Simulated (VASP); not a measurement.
# CdF2 (I4mm) in VASP: single point with r2SCAN

Aim: the single point of CdF2 with r2SCAN.

Program: VASP 6.6.1. These are calculated values, not measurements. Logs are shortened: lines on timing, memory, paths and dates and some standing lists are left out, and cuts for length are marked.

## Step 1: The cell of the first run

The structure is tetragonal, space group I4mm (No. 107). The conventional cell has a = 3.810 Å, b = 3.810 Å, c = 5.388 Å, α = 90.00°, β = 90.00°, γ = 90.00°. Within 3.0 Å of Cd (site symmetry 4mm) lie 8 F at 2.30 to 2.37 Å. Within 3.0 Å of F (site symmetry 2mm) lie 4 Cd at 2.30 to 2.37 Å and 6 F at 2.69 Å.

## Step 2: Single point, r2SCAN (all Cd atoms moved +0.062 Å, as atom 1 along Cartesian [0 1 0])

The input, POSCAR:

```
CdF2
1.0
    0.0000000000      2.6940000000      2.6940000000
    2.6940000000      0.0000000000      2.6940000000
    2.6940000000      2.6940000000      0.0000000000
Cd F
1 2
Direct
    0.0115998515     -0.0115998515      0.0115998515
    0.2500000000      0.2500000000      0.2500000000
    0.7500000000      0.7500000000      0.7500000000
```

The input, INCAR.step1:

```
PREC = Accurate
ENCUT = 770
ISMEAR = 0
SIGMA = 0.05
LREAL = False
LASPH = True
NELM = 120
NBANDS = 24
GGA = PE
ALGO = Normal
EDIFF = 1E-5
LWAVE = True
LCHARG = False
GGA_COMPAT = False
```

The input, INCAR.step2:

```
PREC = Accurate
ENCUT = 770
EDIFF = 1E-6
ISMEAR = 0
SIGMA = 0.05
LREAL = False
LASPH = True
NELM = 120
ALGO = Normal
ISIF = 2
LWAVE = False
LCHARG = False
METAGGA = R2SCAN
LMIXTAU = True
NBANDS = 24
ISTART = 1
GGA_COMPAT = False
```

The input, KPOINTS:

```
regular mesh
0
Gamma
  8 8 8
```

Potentials or basis: VASP PAW PBE potentials, release 64 (Cd_sv_GW, F).

On the command line:

```bash
> cat potpaw_PBE.64/Cd_sv_GW/POTCAR potpaw_PBE.64/F/POTCAR > POTCAR
> cp INCAR.step1 INCAR
> mpirun -np 1 vasp_std > vasp.out
> cp INCAR.step2 INCAR
> mpirun -np 1 vasp_std > vasp.out
```

OUTCAR:

```text
PREC = Accurate
   ENCUT = 770
   EDIFF = 1E-6
   ISMEAR = 0
   LREAL = False
   LASPH = True
   NELM = 120
   ISIF = 2
   METAGGA = R2SCAN
   ISTART = 1

 ion  position               nearest neighbor table
   1  0.012  0.988  0.012-
   2  0.250  0.250  0.250-
   3  0.750  0.750  0.750-

  LATTYP: Found a face centered cubic cell.
 ALAT       =     5.3880000000

  Lattice vectors:

 A1 = (   0.0000000000,   2.6940000000,   2.6940000000)
 A2 = (   2.6940000000,   0.0000000000,   2.6940000000)
 A3 = (   2.6940000000,   2.6940000000,   0.0000000000)

Analysis of symmetry for initial positions (statically):
=====================================================================
 Subroutine PRICEL returns:
 Original cell was already a primitive cell.

 Routine SETGRP: Setting up the symmetry group for a
 face centered cubic supercell.

 Subroutine GETGRP returns: Found  8 space group operations
 (whereof  8 operations were pure point group operations)
 out of a pool of 48 trial point group operations.

The static configuration has the point symmetry C_4v.

Analysis of symmetry for dynamics (positions and initial velocities):
=====================================================================
 Subroutine PRICEL returns:
 Original cell was already a primitive cell.

 Routine SETGRP: Setting up the symmetry group for a
 face centered cubic supercell.

 Subroutine GETGRP returns: Found  8 space group operations
 (whereof  8 operations were pure point group operations)
 out of a pool of 48 trial point group operations.

The dynamic configuration has the point symmetry C_4v.

 Subroutine INISYM returns: Found  8 space group operations
 (whereof  8 operations are pure point group operations),
 and found     1 'primitive' translations

----------------------------------------------------------------------------------------

                                     Primitive cell

  volume of cell :      39.1041

  direct lattice vectors                    reciprocal lattice vectors
     0.000000000  2.694000000  2.694000000    -0.185597624  0.185597624  0.185597624
     2.694000000  0.000000000  2.694000000     0.185597624 -0.185597624  0.185597624
     2.694000000  2.694000000  0.000000000     0.185597624  0.185597624 -0.185597624

  length of vectors
     3.809891337  3.809891337  3.809891337     0.321464515  0.321464515  0.321464515

  position of ions in fractional coordinates (direct lattice)
     0.011599852  0.988400148  0.011599852
     0.250000000  0.250000000  0.250000000
     0.750000000  0.750000000  0.750000000

  ion indices of the primitive-cell ions
   primitive index   ion index
                 1           1
                 2           2
                 3           3

----------------------------------------------------------------------------------------

 KPOINTS: regular mesh

Automatic generation of k-mesh.
 Grid dimensions read from file:
 generate k-points for:    8    8    8

 Generating k-lattice:

  Cartesian coordinates                     Fractional coordinates (reciprocal lattice)
    -0.023199703  0.023199703  0.023199703     0.125000000  0.000000000  0.000000000
     0.023199703 -0.023199703  0.023199703     0.000000000  0.125000000  0.000000000
     0.023199703  0.023199703 -0.023199703     0.000000000  0.000000000  0.125000000

  Length of vectors
     0.040183064  0.040183064  0.040183064

  Shift w.r.t. Gamma in fractional coordinates (k-lattice)
     0.000000000  0.000000000  0.000000000

 Subroutine IBZKPT returns following result:
 ===========================================

 Found     59 irreducible k-points:

 Following reciprocal coordinates:
            Coordinates               Weight
  0.000000  0.000000  0.000000      1.000000
  0.125000  0.000000  0.000000      8.000000
  0.250000  0.000000  0.000000      8.000000
  0.375000  0.000000  0.000000      8.000000
  0.500000  0.000000  0.000000      4.000000
  0.125000  0.125000  0.000000      4.000000
[... 16 lines left out ...]
  0.250000  0.000000  0.375000      8.000000
  0.500000  0.250000  0.000000     16.000000
 [... further k-points ...]
   k-points           NKPTS =     59   k-points in BZ     NKDIM =     59   number of bands    NBANDS=     24
   number of dos      NEDOS =    301   number of ions     NIONS =      3
   total plane-waves  NPLWV =  46656
   dimension x,y,z NGX =    36 NGY =   36 NGZ =   36
   dimension x,y,z NGXF=    72 NGYF=   72 NGZF=   72
   ions per type =               1   2
   NGX,Y,Z   is equivalent  to a cutoff of  15.71, 15.71, 15.71 a.u.
   NGXF,Y,Z  is equivalent  to a cutoff of  31.42, 31.42, 31.42 a.u.
 SYSTEM =  unknown system
   PREC   = accura    normal or accurate (medium, high low for compatibility)
   ISTART =      1    job   : 0-new  1-cont  2-samecut
   ICHARG =      0    charge: 1-file 2-atom 10-const
   ISPIN  =      1    spin polarized calculation?
   LNONCOLLINEAR =      F non collinear calculations
   LSORBIT =      F    spin-orbit coupling
   LASPH  =      T    aspherical Exc in radial PAW
   ENCUT  =  770.0 eV  56.59 Ry    7.52 a.u.   8.62  8.62  8.62*2*pi/ulx,y,z
   NELM   =    120;   NELMIN=  2; NELMDL=  0     # of ELM steps
   EDIFF  = 0.1E-05   stopping-criterion for ELM
   LREAL  =      F    real-space projection
   EDIFFG = 0.1E-04   stopping-criterion for IOM
   NSW    =      0    number of steps for IOM
   IBRION =     -1    ionic relax: 0-MD 1-quasi-New 2-CG
   NFREE  =      0    steps in history (QN), initial steepest desc. (CG)
   ISIF   =      2    stress and relaxation
   ISYM   =      2    0-nonsym 1-usesym 2-fastsym
   POTIM  = 0.5000    time-step for ionic-motion
   TEBEG  =    0.0;   TEEND  =   0.0 temperature during run
   PSTRESS=    0.0 pullay stress
   NELECT =      34.0000    total number of electrons
   NUPDOWN=      -1.0000    fix difference up-down
   EMIN   =  10.00;   EMAX   =-10.00  energy-range for DOS
   EFERMI =   0.00;   METHOD = LEGACY
   ISMEAR =     0;   SIGMA  =   0.05  broadening in eV -4-tet -1-fermi 0-gaus
   EFERMI_NEDOS =   21; number of points for ismear=-14 and -15
   IALGO  =     38    algorithm
   IMIX   =      4    mixing-type and parameters
     AMIX     =   0.40;   BMIX     =  1.00
     AMIX_MAG =   1.60;   BMIX_MAG =  1.00
  volume/ion in A,a.u.               =      13.03        87.96
  Fermi-wavevector in a.u.,A,eV,Ry     =   1.562525  2.952743 33.218397  2.441483
  Thomas-Fermi vector in A             =   2.665430
   LORBIT       =      0    0 simple, 1 ext, 2 COOP (PROOUT), +10 PAW based schemes
   METAGGA = R2SCAN    functional components
   LHFCALC =     F    Hartree Fock is set to
   AEXX    =    0.0000 exact exchange contribution
   IVDW    =     0    specifies the selected vdW correction
   LEPSILON=     F    determine dielectric tensor
   LRPA    =     F    only Hartree local field effects (RPA)
 non-spin polarized calculation
 Gauss-broadening in eV      SIGMA  =   0.05
  energy-cutoff  :      770.00
  volume of cell :       39.10
 maximum number of plane-waves:      1924
 NGX is ok and might be reduce to    36
   NGX = 17   NGY = 17   NGZ = 17

 number of electron      33.9999997 magnetization

 Free energy of the ion-electron system (eV)
  ---------------------------------------------------
  ext. energy  EPLUGINS =         0.00000000
  ---------------------------------------------------
  free energy    TOTEN  =       -33.83524105 eV

  energy without entropy =      -33.83524105  energy(sigma->0) =      -33.83524105

 E-fermi :   0.3552     XC(G=0): -11.2061

 val. band max:        0.0771895981   @ k =  -0.2500   0.5000   0.2500
 cond. band min:       3.8632774065   @ k =   0.0000   0.0000   0.0000
 fundamental gap:      3.7860878084
 Fermi energy:         0.3551628635

 k-point     1 :       0.0000    0.0000    0.0000
  band No.  band energies     occupation
      1    -100.9056      2.00000
      2     -61.1057      2.00000
      3     -61.1038      2.00000
      4     -61.1038      2.00000
      5     -21.8537      2.00000
      6     -20.7959      2.00000
[... 16 lines left out ...]
     23      20.9340      0.00000
     24      20.9767      0.00000

 k-point     2 :       0.1250    0.0000    0.0000
  band No.  band energies     occupation
      1    -100.9056      2.00000
      2     -61.1058      2.00000
      3     -61.1041      2.00000
      4     -61.1039      2.00000
      5     -21.8063      2.00000
      6     -20.8380      2.00000
[... 16 lines left out ...]
     23      20.5167      0.00000
     24      20.5385      0.00000

 k-point     3 :       0.2500    0.0000    0.0000
  band No.  band energies     occupation
      1    -100.9056      2.00000
      2     -61.1064      2.00000
      3     -61.1046      2.00000
      4     -61.1040      2.00000
      5     -21.6773      2.00000
      6     -20.9523      2.00000
[... 16 lines left out ...]
     23      19.8090      0.00000
     24      20.3523      0.00000

 k-point     4 :       0.3750    0.0000    0.0000
  band No.  band energies     occupation
      1    -100.9055      2.00000
      2     -61.1070      2.00000
      3     -61.1049      2.00000
      4     -61.1042      2.00000
      5     -21.4997      2.00000
      6     -21.1127      2.00000
[... 16 lines left out ...]
     23      19.2669      0.00000
     24      19.8938      0.00000

 k-point     5 :       0.5000    0.0000    0.0000
  band No.  band energies     occupation
      1    -100.9055      2.00000
      2     -61.1073      2.00000
      3     -61.1051      2.00000
      4     -61.1042      2.00000
      5     -21.3361      2.00000
      6     -21.2684      2.00000
[... 451 lines left out ...]
 k-point    22 :       0.3750    0.2500    0.0000
  band No.  band energies     occupation
      1    -100.9055      2.00000
      2     -61.1065      2.00000
      3     -61.1055      2.00000
      4     -61.1045      2.00000
      5     -21.5285      2.00000
      6     -21.0675      2.00000
[... 16 lines left out ...]
     23      21.3170      0.00000
     24      22.0865      0.00000

 k-point    23 :       0.2500    0.0000    0.3750
  band No.  band energies     occupation
      1    -100.9055      2.00000
      2     -61.1074      2.00000
      3     -61.1046      2.00000
      4     -61.1045      2.00000
      5     -21.5288      2.00000
      6     -21.0681      2.00000
[... 16 lines left out ...]
     23      21.3233      0.00000
     24      22.0798      0.00000

 k-point    24 :       0.5000    0.2500    0.0000
  band No.  band energies     occupation
      1    -100.9055      2.00000
      2     -61.1068      2.00000
      3     -61.1056      2.00000
      4     -61.1047      2.00000
      5     -21.3957      2.00000
      6     -21.1858      2.00000
[... 16 lines left out ...]
     23      20.8323      0.00000
     24      22.3991      0.00000

 [... further k-points ...]

------------------------ aborting loop because EDIFF is reached ----------------------------------------

  FORCE on cell =-STRESS in cart. coord.  units (eV):
  Direction    XX          YY          ZZ          XY          YZ          ZX
  --------------------------------------------------------------------------------------
  -------------------------------------------------------------------------------------
  Total       -0.0278058     -0.0672654     -0.0278058      0.0000000      0.0000000     -0.0000000
  in kB       -1.1392625     -2.7560038     -1.1392625      0.0000000      0.0000000     -0.0000000
  external PRESSURE =      -1.6781763 kB  Pullay stress =       0.0000000 kB

 VOLUME and BASIS-vectors are now :
 -----------------------------------------------------------------------------
  energy-cutoff  :      770.00
  volume of cell :       39.10
      direct lattice vectors                 reciprocal lattice vectors
     0.000000000  2.694000000  2.694000000    -0.185597624  0.185597624  0.185597624
     2.694000000  0.000000000  2.694000000     0.185597624 -0.185597624  0.185597624
     2.694000000  2.694000000  0.000000000     0.185597624  0.185597624 -0.185597624

 POSITION                                       TOTAL-FORCE (eV/Angst)
 -----------------------------------------------------------------------------------
      2.69400      0.06250      2.69400         0.000000     -0.330688      0.000000
      1.34700      1.34700      1.34700         0.000000      0.165344      0.000000
      4.04100      4.04100      4.04100         0.000000      0.165344      0.000000
 -----------------------------------------------------------------------------------
    total drift:                               -0.000000     -0.000965     -0.000000

  FREE ENERGIE OF THE ION-ELECTRON SYSTEM (eV)
  ---------------------------------------------------
  free  energy   TOTEN  =       -33.8352410452 eV

  energy  without entropy=      -33.8352410452  energy(sigma->0) =      -33.83524105
```

Wall time 2.5 min (1 thread of Intel Xeon 6975P-C (Granite Rapids), shared host); peak memory 0.3 GiB.

Results:

```yaml
Free_energy: -33.8352 eV
Pressure: -0.2 GPa
Largest_force: 0.331 eV/Å
Band_gap_on_the_k_mesh: 3.79 eV (least direct gap 4.31 eV)
```

Forces in eV/Å, atoms in the order of the input:
```
Cd   0.000 -0.331  0.000
F    0.000  0.165  0.000
F    0.000  0.165  0.000
```

Stress tensor (GPa, compression positive):
```
-0.11  0.00  0.00
 0.00 -0.28  0.00
 0.00  0.00 -0.11
```

Levels at points of the mesh, in eV from the valence-band top:
| k point | band 13 | band 14 | band 15 | band 16 | band 17 | band 18 | band 19 | band 20 | band 21 | band 22 |
| --- | --- | --- | --- | --- | --- | --- | --- | --- | --- | --- |
| (0.00, 0.00, 0.00) | -1.00 | -0.98 | -0.52 | -0.52 | -0.52 | 3.79 | 13.61 | 13.62 | 13.62 | 17.94 |
| (0.50, 0.00, 0.00) | -2.28 | -1.85 | -1.84 | -0.42 | -0.41 | 8.01 | 9.70 | 15.62 | 15.62 | 18.96 |
| (0.50, 0.50, 0.00) | -2.96 | -2.86 | -0.52 | -0.11 | -0.09 | 8.90 | 10.58 | 12.19 | 15.31 | 15.32 |
| (0.50, 0.00, 0.50) | -2.95 | -2.95 | -0.52 | -0.10 | -0.10 | 8.91 | 10.57 | 12.21 | 15.31 | 15.31 |

Caveat: the cell differs from its parent crystal (all Cd atoms moved +0.062 Å, as atom 1 along Cartesian [0 1 0]); the PAW data sets were made with another functional, which shifts forces and pressure a little. A k mesh can miss the band edges.
